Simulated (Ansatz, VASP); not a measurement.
## Ta: VASP beside Ansatz

Contents of INCAR:

```
SYSTEM = Ta
  PREC = Accurate
  ENCUT = 520
  EDIFF = 1E-6
  ISMEAR = 0
  SIGMA = 0.15
  LREAL = .FALSE.
  LASPH = .TRUE.
  NELM = 80
  ALGO = Fast
  ISIF = 2
  LWAVE = .FALSE.
  LCHARG = .FALSE.
  GGA = PS
  NBANDS = 18
```

KPOINTS

```
Automatic mesh
0
G
  18 18 10
  0 0 0
```

Contents of POSCAR:

```
Ta
1.0
    2.9003720726      0.0000000000      0.0000000000
   -1.4501860363      2.5117958953      0.0000000000
    0.0000000000      0.0000000000      5.1146112600
Ta
2
Direct
    0.6666666667      0.3333333333      0.7500000000
    0.3333333333      0.6666666667      0.2500000000
```

Input for Ansatz:

```yaml
crystal:
  lattice:
    - [2.9003720726, 0.0, 0.0]
    - [-1.4501860363, 2.5117958953, 0.0]
    - [0.0, 0.0, 5.11461126]
  atoms:
    - { symbol: Ta, position: [0.6666666667, 0.3333333333, 0.75] }
    - { symbol: Ta, position: [0.3333333333, 0.6666666667, 0.25] }
basis:
  ecutwfc: 420
kpoints:
  mp_grid: { grid: [18, 18, 10] }
hamiltonian:
  xc: pbesol
scf:
  occupations: { method: gaussian, width: 0.15 }
output:
  forces: true
  stress: true
  eigenvalues: true
  write_density: true
  write_potential: true
  elf: true
  volumetric_format: npy
```

Change from the starting cell: strain -0.0100 x Voigt [0, 0, 1, 0, 0, 0], atoms carried along.

Alike in both runs: task single point; functional PBEsol; k mesh 18 × 18 × 10; occupations gaussian, width 0.15 eV; no spin polarisation.

|  | VASP | Ansatz |
| --- | --- | --- |
| version | VASP 6.6.1 | Ansatz 0.2.0 |
| potentials or method | VASP PAW PBE potentials, release 64 (Ta_pv), cutoff 520 eV | scalar-relativistic, plane waves, PAW |
| valence electrons in the cell | 22 | 26 |

Ansatz gave:

| Quantity | Value |
| --- | --- |
| gap on the k mesh at the Fermi level (eV) | none |
| pressure (GPa) | -5.4 |
| traceless stress, the component that is largest in VASP (GPa) | 1.25 |

**Question.** Estimate VASP's values.

**Answer.** gap on the k mesh at the Fermi level (eV): none; pressure (GPa): -5.3; traceless stress, the component that is largest in VASP (GPa): 1.24.

VASP's potentials were made for PBE, not for PBEsol. A gap of «none» marks a metal or a gap that the smearing closes. With one functional, cell and mesh, what is left measures potentials, basis and numerics. VASP's potentials hold 22 valence electrons a cell and Ansatz's 26, so a difference there can come from the potentials and not from the codes.

Spin-orbit coupling is off throughout.
